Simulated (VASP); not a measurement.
Set up this calculation in VASP 6.6.1, as the native input.

- Task: single point
- Functional: r2SCAN
- Potentials or basis: VASP PAW PBE potentials, release 64 (Nb_sv)
- Cutoff: 520 eV
- k mesh: 20 × 20 × 20
- Occupations: gaussian, width 0.15 eV
- Spin: no spin polarisation
- Dipole correction: no
- Further INCAR settings: ALGO = Normal; EDIFF = 1e-06; NBANDS = 12

Nb:

```xyz
1
Lattice="0.0000 2.1150 2.1150 2.1150 0.0000 2.1150 2.1150 2.1150 0.0000" Properties=species:S:1:pos:R:3 pbc="T T T"
Nb    0.0000    0.0000    0.0000
```

These files were run (other wordings do the same):

POSCAR

```
Nb
1.0
    0.0000000000      2.1150000000      2.1150000000
    2.1150000000      0.0000000000      2.1150000000
    2.1150000000      2.1150000000      0.0000000000
Nb
1
Direct
    0.0000000000      0.0000000000      0.0000000000
```

INCAR.step1

```
SYSTEM = Nb
ALGO     = Normal         ! electronic algorithm
EDIFF    = 1E-4           ! SCF threshold, eV
ENCUT    = 520            ! plane-wave cutoff, eV
GGA      = PE             ! functional
ISMEAR   = 0              ! smearing method
LASPH    = .True.         ! aspherical terms in the spheres
LCHARG   = .False.        ! write CHGCAR
LREAL    = .False.        ! projectors in reciprocal space
LWAVE    = .True.         ! write WAVECAR
NBANDS   = 12             ! bands
NELM     = 60             ! most SCF steps
PREC     = Accurate       ! precision mode
SIGMA    = 0.15           ! smearing width, eV
```

INCAR.step2

```
SYSTEM = Nb
ALGO     = Normal         ! electronic algorithm
EDIFF    = 1E-6           ! SCF threshold, eV
ENCUT    = 520            ! plane-wave cutoff, eV
ISIF     = 2              ! what is computed and relaxed
ISMEAR   = 0              ! smearing method
ISTART   = 1            
LASPH    = .True.         ! aspherical terms in the spheres
LCHARG   = .True.         ! write CHGCAR
LELF     = .True.         ! ELF
LMIXTAU  = .True.       
LREAL    = .False.        ! projectors in reciprocal space
LVHAR    = .True.       
LWAVE    = .False.        ! write WAVECAR
METAGGA  = R2SCAN         ! meta-GGA
NBANDS   = 12             ! bands
NELM     = 60             ! most SCF steps
PREC     = Accurate       ! precision mode
SIGMA    = 0.15           ! smearing width, eV
```

KPOINTS

```
k-points
0
Gamma
  20 20 20
  0 0 0
```

Potentials or basis: VASP PAW PBE potentials, release 64 (Nb_sv).

Run with:

```console
$ cat potpaw_PBE.64/Nb_sv/POTCAR > POTCAR
$ cp INCAR.step1 INCAR
$ mpirun -np 1 vasp_std > vasp.out
$ cp INCAR.step2 INCAR
$ mpirun -np 1 vasp_std > vasp.out
```

Results of the run:

```json
{
 "Pressure": "-2.2 GPa"
}
```

Caveat: the PAW data sets were made with another functional, which shifts forces and pressure a little.

It took 75 s on 1 thread of Intel(R) Xeon(R) 6975P-C (Granite Rapids), with other jobs on the host, peak memory 0.18 GiB.
